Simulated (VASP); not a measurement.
A run of VASP 6.6.1 is set up as follows.

File INCAR:

```
SYSTEM = TaRh3
PREC = Accurate
ENCUT = 530
EDIFF = 1E-6
ISMEAR = 1
SIGMA = 0.1
LREAL = .False.
LASPH = .True.
NELM = 120
ALGO = Normal
ISIF = 2
LWAVE = .False.
LCHARG = .False.
NBANDS = 40
GGA_COMPAT = .False.
```

Contents of KPOINTS:

```
regular mesh
0
Gamma
  12 12 12
  0 0 0
```

The input POSCAR:

```
TaRh3
1.0
    3.8196519099      0.0000000000      0.0000000000
    0.0000000000      3.8196519099      0.0000000000
    0.0000000000      0.0000000000      3.8196519099
Ta Rh
1 3
Direct
    0.0000000000      0.0000000000      0.0000000000
    0.0000000000      0.5000000000      0.5000000000
    0.5000000000      0.0000000000      0.5000000000
    0.5000000000      0.5000000000      0.0000000000
```

Potentials or basis: VASP PAW LDA potentials, release 64 (Ta_sv_GW, Rh_sv_GW).

Run with:

```console
$ cat potpaw_LDA.64/Ta_sv_GW/POTCAR potpaw_LDA.64/Rh_sv_GW/POTCAR > POTCAR
$ mpirun -np 1 vasp_std > vasp.out
```

(1) What does it give for the band gap on the k mesh?

(2) Estimate the pressure.

Results:

(1) zero (band 32 reaches 12.60 eV, above the bottom of band 33 at 10.50 eV).

(2) -1.4 GPa.

Caveat: spin-orbit coupling is left out, which moves the levels of the heavy elements.
